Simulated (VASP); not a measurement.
Runs of VASP 6.6.1 on Ge. The structure is that of space group Fd-3m (No. 227), or close to it. The cells are those of the table. 

| task | cell | k mesh | cutoff (eV) | smearing | gap on the mesh (eV) | pressure (GPa) |
| --- | --- | --- | --- | --- | --- | --- |
| single point | a = 3.994 Å, angles 60.0°, 2 atoms | 9 × 9 × 9 | 520 | fermi-dirac 0.05 eV | none | 8.0 |
| single point | a = 4.168 Å, angles 60.0°, 2 atoms | 9 × 9 × 9 | 520 | fermi-dirac 0.05 eV | none | (b) |
| single point | a = 4.111 Å, angles 60.0°, 2 atoms | 9 × 9 × 9 | 520 | fermi-dirac 0.05 eV | none | 2.0 |
| single point | a = 4.222 Å, angles 60.0°, 2 atoms | 9 × 9 × 9 | 520 | fermi-dirac 0.05 eV | none | -1.7 |
| relaxation of cell and atoms | relaxed from a = 4.000 Å, angles 60.0°, 2 atoms | 5 × 5 × 5 | 600 | fermi-dirac 0.05 eV | none | 0.0 |
| single point | a = 4.168 Å, angles 60.0°, 2 atoms | 5 × 5 × 5 | 520 | fermi-dirac 0.1 eV | none | 0.2 |
| single point | a = 4.053 Å, angles 60.0°, 2 atoms | 9 × 9 × 9 | 520 | fermi-dirac 0.05 eV | none | 4.6 |
| single point | a = 4.168 Å, angles 60.0°, 2 atoms | 5 × 5 × 5 | 520 | fermi-dirac 0.05 eV | none | 0.2 |
| single point | a = 4.328 Å, angles 60.0°, 2 atoms | 9 × 9 × 9 | 520 | fermi-dirac 0.05 eV | none | -4.0 |
| single point | a = 4.276 Å, angles 60.0°, 2 atoms | 9 × 9 × 9 | 520 | fermi-dirac 0.05 eV | none | (a) |

Alike in all rows: level BLYP; potentials or basis VASP PAW PBE potentials, release 64 (Ge_d); no spin polarisation.

Estimate the missing entries.

(a) -3.0; (b) -0.1.

Caveats: some runs use coarse meshes; the PAW data sets were made with another functional, which shifts forces and pressure a little.

A k mesh can miss the band edges, and the runs leave out spin-orbit coupling on Ge.

A gap of «none» marks levels without a gap at the run's occupations.
